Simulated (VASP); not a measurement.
# Cd3CuO (P4/mmm) in VASP: notebook

Runs on Cd3CuO. Level: PBE. Tasks: single point.

Everything below comes from runs of VASP 6.6.1. Logs are shortened: lines on timing, memory, paths and dates and some standing lists are left out, and cuts for length are marked.

**1. The cell of the first run**

The structure is tetragonal, space group P4/mmm (No. 123). Conventional cell: a = 3.151 Å, b = 3.151 Å, c = 10.031 Å, α = 90.00°, β = 90.00°, γ = 90.00°. Within 2.9 Å of Cd (site symmetry 4/mmm) lie 4 O at 2.23 Å. Cd (site symmetry 4mm) has 4 Cu at 2.77 Å and 6 Cd at 3.15 to 3.36 Å within 3.7 Å. Within 3.7 Å of Cu (site symmetry 4/mmm) lie 8 Cd at 2.77 Å and 4 Cu at 3.15 Å. Within 2.9 Å of O (site symmetry 4/mmm) lie 4 Cd at 2.23 Å.

**2. Single point, PBE**

Input file INCAR:

```
SYSTEM = Cd3CuO
PREC = Accurate ; ENCUT = 520
EDIFF = 1E-7 ; ISMEAR = 0
SIGMA = 0.1 ; LREAL = .FALSE.
LASPH = .TRUE. ; NELM = 80
ALGO = Normal ; ISIF = 2
LWAVE = .FALSE. ; LCHARG = .FALSE.
GGA = PE ; NBANDS = 34
```

Input file KPOINTS:

```
regular mesh
0
G
  10 10 4
  0 0 0
```

Input file POSCAR:

```
Cd3CuO
1.0
    3.1509788733      0.0000000000      0.0000000000
    0.0000000000      3.1509788733      0.0000000000
    0.0000000000      0.0000000000     10.0312997721
Cd Cu O
3 1 1
Direct
    0.5000000000      0.5000000000      0.5000000000
    0.5000000000      0.5000000000      0.1647398011
    0.5000000000      0.5000000000      0.8352601989
    0.0000000000      0.0000000000      0.0000000000
    0.0000000000      0.0000000000      0.5000000000
```

Potentials or basis: VASP PAW PBE potentials, release 64 (Cd, Cu, O).

Command:

```sh
> cat potpaw_PBE.64/Cd/POTCAR potpaw_PBE.64/Cu/POTCAR potpaw_PBE.64/O/POTCAR > POTCAR
> mpirun -np 1 vasp_std > vasp.out
```

OUTCAR:

```text
SYSTEM = Cd3CuO
   PREC = Accurate
   ENCUT = 520
   EDIFF = 1E-7
   ISMEAR = 0
   LREAL = .FALSE.
   LASPH = .TRUE.
   NELM = 80
   ISIF = 2
   GGA = PE

 ion  position               nearest neighbor table
   1  0.500  0.500  0.500-   5 2.23   5 2.23   5 2.23   5 2.23   2 3.36   3 3.36
   2  0.500  0.500  0.165-   4 2.77   4 2.77   4 2.77   4 2.77   3 3.31   1 3.36
   3  0.500  0.500  0.835-   4 2.77   4 2.77   4 2.77   4 2.77   2 3.31   1 3.36
   4  0.000  0.000  0.000-   2 2.77   3 2.77   2 2.77   3 2.77   2 2.77   3 2.77   2 2.77   3 2.77

   5  0.000  0.000  0.500-   1 2.23   1 2.23   1 2.23   1 2.23

  LATTYP: Found a simple tetragonal cell.
 ALAT       =     3.1509788733
 C/A-ratio  =     3.1835503110

  Lattice vectors:

 A1 = (   3.1509788733,   0.0000000000,   0.0000000000)
 A2 = (   0.0000000000,   3.1509788733,   0.0000000000)
 A3 = (   0.0000000000,   0.0000000000,  10.0312997721)

Analysis of symmetry for initial positions (statically):
=====================================================================
 Subroutine PRICEL returns:
 Original cell was already a primitive cell.

 Routine SETGRP: Setting up the symmetry group for a
 simple tetragonal supercell.

 Subroutine GETGRP returns: Found 16 space group operations
 (whereof 16 operations were pure point group operations)
 out of a pool of 16 trial point group operations.

The static configuration has the point symmetry D_4h.

Analysis of symmetry for dynamics (positions and initial velocities):
=====================================================================
 Subroutine PRICEL returns:
 Original cell was already a primitive cell.

 Routine SETGRP: Setting up the symmetry group for a
 simple tetragonal supercell.

 Subroutine GETGRP returns: Found 16 space group operations
 (whereof 16 operations were pure point group operations)
 out of a pool of 16 trial point group operations.

The dynamic configuration has the point symmetry D_4h.

 Subroutine INISYM returns: Found 16 space group operations
 (whereof 16 operations are pure point group operations),
 and found     1 'primitive' translations

----------------------------------------------------------------------------------------

                                     Primitive cell

  volume of cell :      99.5974

  direct lattice vectors                    reciprocal lattice vectors
     3.150978873  0.000000000  0.000000000     0.317361696  0.000000000  0.000000000
     0.000000000  3.150978873  0.000000000     0.000000000  0.317361696  0.000000000
     0.000000000  0.000000000 10.031299772     0.000000000  0.000000000  0.099687979

  length of vectors
     3.150978873  3.150978873 10.031299772     0.317361696  0.317361696  0.099687979

  position of ions in fractional coordinates (direct lattice)
     0.500000000  0.500000000  0.500000000
     0.500000000  0.500000000  0.164739801
     0.500000000  0.500000000  0.835260199
     0.000000000  0.000000000  0.000000000
     0.000000000  0.000000000  0.500000000

  ion indices of the primitive-cell ions
   primitive index   ion index
                 1           1
                 2           2
                 3           3
                 4           4
                 5           5

----------------------------------------------------------------------------------------

 KPOINTS: regular mesh

Automatic generation of k-mesh.
 Grid dimensions read from file:
 generate k-points for:   10   10    4

 Generating k-lattice:

  Cartesian coordinates                     Fractional coordinates (reciprocal lattice)
     0.031736170  0.000000000  0.000000000     0.100000000  0.000000000  0.000000000
     0.000000000  0.031736170  0.000000000     0.000000000  0.100000000  0.000000000
     0.000000000  0.000000000  0.024921995     0.000000000  0.000000000  0.250000000

  Length of vectors
     0.031736170  0.031736170  0.024921995

  Shift w.r.t. Gamma in fractional coordinates (k-lattice)
     0.000000000  0.000000000  0.000000000

 Subroutine IBZKPT returns following result:
 ===========================================

 Found     63 irreducible k-points:

 Following reciprocal coordinates:
            Coordinates               Weight
  0.000000  0.000000  0.000000      1.000000
  0.100000  0.000000  0.000000      4.000000
  0.200000  0.000000  0.000000      4.000000
  0.300000  0.000000  0.000000      4.000000
  0.400000  0.000000  0.000000      4.000000
  0.500000  0.000000  0.000000      2.000000
[... 16 lines left out ...]
  0.100000  0.000000  0.250000      8.000000
  0.200000  0.000000  0.250000      8.000000
 [... further k-points ...]
   k-points           NKPTS =     63   k-points in BZ     NKDIM =     63   number of bands    NBANDS=     34
   number of dos      NEDOS =    301   number of ions     NIONS =      5
   total plane-waves  NPLWV =  46080
   dimension x,y,z NGX =    24 NGY =   24 NGZ =   80
   dimension x,y,z NGXF=    48 NGYF=   48 NGZF=  160
   ions per type =               3   1   1
   NGX,Y,Z   is equivalent  to a cutoff of  12.66, 12.66, 13.26 a.u.
   NGXF,Y,Z  is equivalent  to a cutoff of  25.32, 25.32, 26.52 a.u.
 SYSTEM =  Cd3CuO
   PREC   = accura    normal or accurate (medium, high low for compatibility)
   ISTART =      0    job   : 0-new  1-cont  2-samecut
   ICHARG =      2    charge: 1-file 2-atom 10-const
   ISPIN  =      1    spin polarized calculation?
   LNONCOLLINEAR =      F non collinear calculations
   LSORBIT =      F    spin-orbit coupling
   LASPH  =      T    aspherical Exc in radial PAW
   ENCUT  =  520.0 eV  38.22 Ry    6.18 a.u.   5.86  5.86 18.65*2*pi/ulx,y,z
   NELM   =     80;   NELMIN=  2; NELMDL= -5     # of ELM steps
   EDIFF  = 0.1E-06   stopping-criterion for ELM
   LREAL  =      F    real-space projection
   EDIFFG = 0.1E-05   stopping-criterion for IOM
   NSW    =      0    number of steps for IOM
   IBRION =     -1    ionic relax: 0-MD 1-quasi-New 2-CG
   NFREE  =      0    steps in history (QN), initial steepest desc. (CG)
   ISIF   =      2    stress and relaxation
   ISYM   =      2    0-nonsym 1-usesym 2-fastsym
   POTIM  = 0.5000    time-step for ionic-motion
   TEBEG  =    0.0;   TEEND  =   0.0 temperature during run
   PSTRESS=    0.0 pullay stress
   NELECT =      53.0000    total number of electrons
   NUPDOWN=      -1.0000    fix difference up-down
   EMIN   =  10.00;   EMAX   =-10.00  energy-range for DOS
   EFERMI =   0.00;   METHOD = LEGACY
   ISMEAR =     0;   SIGMA  =   0.10  broadening in eV -4-tet -1-fermi 0-gaus
   EFERMI_NEDOS =   21; number of points for ismear=-14 and -15
   IALGO  =     38    algorithm
   IMIX   =      4    mixing-type and parameters
     AMIX     =   0.40;   BMIX     =  1.00
     AMIX_MAG =   1.60;   BMIX_MAG =  1.00
  volume/ion in A,a.u.               =      19.92       134.42
  Fermi-wavevector in a.u.,A,eV,Ry     =   1.326633  2.506972 23.945635  1.759955
  Thomas-Fermi vector in A             =   2.456005
   LORBIT       =      0    0 simple, 1 ext, 2 COOP (PROOUT), +10 PAW based schemes
   GGA     = PE    functional components
   LHFCALC =     F    Hartree Fock is set to
   AEXX    =    0.0000 exact exchange contribution
   IVDW    =     0    specifies the selected vdW correction
   LEPSILON=     F    determine dielectric tensor
   LRPA    =     F    only Hartree local field effects (RPA)
 non-spin polarized calculation
 Gauss-broadening in eV      SIGMA  =   0.10
  energy-cutoff  :      520.00
  volume of cell :       99.60
 maximum number of plane-waves:      2720
 NGX is ok and might be reduce to    24
   NGX = 11   NGY = 11   NGZ = 37

 number of electron      53.0000040 magnetization

 Free energy of the ion-electron system (eV)
  ---------------------------------------------------
  ext. energy  EPLUGINS =         0.00000000
  ---------------------------------------------------
  free energy    TOTEN  =       -11.69320299 eV

  energy without entropy =      -11.68787766  energy(sigma->0) =      -11.69054032

 E-fermi :   2.1495     XC(G=0): -10.2272

 val. band max:        2.1410384689   @ k =   0.5000   0.2000   0.2500
 cond. band min:       2.1537602846   @ k =   0.2000   0.1000   0.5000
 fundamental gap:      0.0127218157
 Fermi energy:         2.1495488342

 k-point     1 :       0.0000    0.0000    0.0000
  band No.  band energies     occupation
      1     -15.6729      2.00000
      2      -7.1272      2.00000
      3      -7.0587      2.00000
      4      -7.0256      2.00000
      5      -6.8152      2.00000
      6      -6.4319      2.00000
[... 26 lines left out ...]
     33      12.5510      0.00000
     34      12.5729      0.00000

 k-point     2 :       0.1000    0.0000    0.0000
  band No.  band energies     occupation
      1     -15.6201      2.00000
      2      -7.0891      2.00000
      3      -7.0204      2.00000
      4      -6.9898      2.00000
      5      -6.7670      2.00000
      6      -6.5395      2.00000
[... 26 lines left out ...]
     33      10.7568      0.00000
     34      12.6407      0.00000

 k-point     3 :       0.2000    0.0000    0.0000
  band No.  band energies     occupation
      1     -15.4772      2.00000
      2      -7.0350      2.00000
      3      -6.9588      2.00000
      4      -6.8631      2.00000
      5      -6.7204      2.00000
      6      -6.6080      2.00000
[... 26 lines left out ...]
     33      10.3591      0.00000
     34      10.7232      0.00000

 k-point     4 :       0.3000    0.0000    0.0000
  band No.  band energies     occupation
      1     -15.2901      2.00000
      2      -6.9930      2.00000
      3      -6.9160      2.00000
      4      -6.8882      2.00000
      5      -6.7021      2.00000
      6      -6.5792      2.00000
[... 26 lines left out ...]
     33      10.3372      0.00000
     34      11.2196      0.00000

 k-point     5 :       0.4000    0.0000    0.0000
  band No.  band energies     occupation
      1     -15.1289      2.00000
      2      -7.0149      2.00000
      3      -6.9533      2.00000
      4      -6.8899      2.00000
      5      -6.6639      2.00000
      6      -6.5873      2.00000
[... 621 lines left out ...]
 k-point    22 :       0.0000    0.0000    0.2500
  band No.  band energies     occupation
      1     -15.6728      2.00000
      2      -7.1271      2.00000
      3      -7.0588      2.00000
      4      -7.0182      2.00000
      5      -6.8217      2.00000
      6      -6.4331      2.00000
[... 26 lines left out ...]
     33      12.5191      0.00000
     34      12.5191      0.00000

 k-point    23 :       0.1000    0.0000    0.2500
  band No.  band energies     occupation
      1     -15.6200      2.00000
      2      -7.0887      2.00000
      3      -7.0206      2.00000
      4      -6.9819      2.00000
      5      -6.7744      2.00000
      6      -6.5402      2.00000
[... 26 lines left out ...]
     33      10.6863      0.00000
     34      12.7024      0.00000

 k-point    24 :       0.2000    0.0000    0.2500
  band No.  band energies     occupation
      1     -15.4772      2.00000
      2      -7.0328      2.00000
      3      -6.9595      2.00000
      4      -6.8545      2.00000
      5      -6.7220      2.00000
      6      -6.6184      2.00000
[... 26 lines left out ...]
     33      10.2002      0.00000
     34      11.0311      0.00000

 [... further k-points ...]
[... 5 lines left out ...]
  --------------------------------------------------------------------------------------
  -------------------------------------------------------------------------------------
  Total        0.5476894      0.5476894      0.1360011      0.0000000     -0.0000000     -0.0000000
  in kB        8.8104216      8.8104216      2.1877858      0.0000000     -0.0000000     -0.0000000
  external PRESSURE =       6.6028763 kB  Pullay stress =       0.0000000 kB

 VOLUME and BASIS-vectors are now :
 -----------------------------------------------------------------------------
  energy-cutoff  :      520.00
  volume of cell :       99.60
      direct lattice vectors                 reciprocal lattice vectors
     3.150978873  0.000000000  0.000000000     0.317361696  0.000000000  0.000000000
     0.000000000  3.150978873  0.000000000     0.000000000  0.317361696  0.000000000
     0.000000000  0.000000000 10.031299772     0.000000000  0.000000000  0.099687979

 POSITION                                       TOTAL-FORCE (eV/Angst)
 -----------------------------------------------------------------------------------
      1.57549      1.57549      5.01565         0.000000      0.000000      0.000000
      1.57549      1.57549      1.65255         0.000000      0.000000      0.034799
      1.57549      1.57549      8.37875         0.000000     -0.000000     -0.034799
      0.00000      0.00000      0.00000         0.000000      0.000000      0.000000
      0.00000      0.00000      5.01565         0.000000      0.000000      0.000000
 -----------------------------------------------------------------------------------
    total drift:                                0.000000     -0.000000      0.000000

  FREE ENERGIE OF THE ION-ELECTRON SYSTEM (eV)
  ---------------------------------------------------
  free  energy   TOTEN  =       -11.6932029892 eV

  energy  without entropy=      -11.6878776570  energy(sigma->0) =      -11.69054032
```

Run time: 2.5 min. Hardware: 1 thread of Intel Xeon 6975P-C, shared host; peak memory 0.33 GiB.

What came out:

```yaml
Free_energy: -11.6932 eV
Pressure: 0.7 GPa
Largest_force: 0.035 eV/Å
```

Forces on the atoms (eV/Å):
```
Cd   0.000  0.000  0.000
Cd   0.000  0.000  0.035
Cd   0.000  0.000 -0.035
Cu   0.000  0.000  0.000
O    0.000  0.000  0.000
```

Caveat: an odd number of electrons without spin polarisation forces a metal; a magnetic or distorted state may lie lower. With open d or f shells a metallic result of PBE can be an artefact of self-interaction; +U or a hybrid may open a gap.

(Part 1 of 2 ends here.)
